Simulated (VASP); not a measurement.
A run of VASP 6.6.1 is set up as follows.

INCAR

```
  PREC = Accurate
  ENCUT = 520
  EDIFF = 1E-6
  ISMEAR = -1
  SIGMA = 0.05
  LREAL = False
  LASPH = True
  NELM = 80
  ALGO = Fast
  ISIF = 2
  LWAVE = False
  LCHARG = True
  GGA = CA
  LELF = True
  LVHAR = True
  NBANDS = 18
```

KPOINTS

```
regular mesh
0
Gamma
  10 10 6
```

File POSCAR:

```
Ag
1.0
    2.9874655697      0.0000000000      0.0000000000
   -1.4937327848      2.5872210763      0.0000000000
    0.0000000000      0.0000000000      4.8839454194
Ag
2
Direct
    0.6666666667      0.3333333333      0.7500000000
    0.3333333333      0.6666666667      0.2500000000
```

Potentials or basis: VASP PAW LDA potentials, release 64 (Ag).

The run is started by

```sh
$ cat potpaw_LDA.64/Ag/POTCAR > POTCAR
$ mpirun -np 1 vasp_std > vasp.out
```

Task: What does it give for the pressure?

Result: -13.7 GPa.

Task: What does it give for the band gap on the k mesh?

Result: Zero (bands 11 and 12 overlap by 6.14 eV).

Stress tensor (GPa, compression positive):
```
-13.48   0.00   0.00
  0.00 -13.48   0.00
  0.00   0.00 -14.10
```

Caveat: the cell stands under tension.
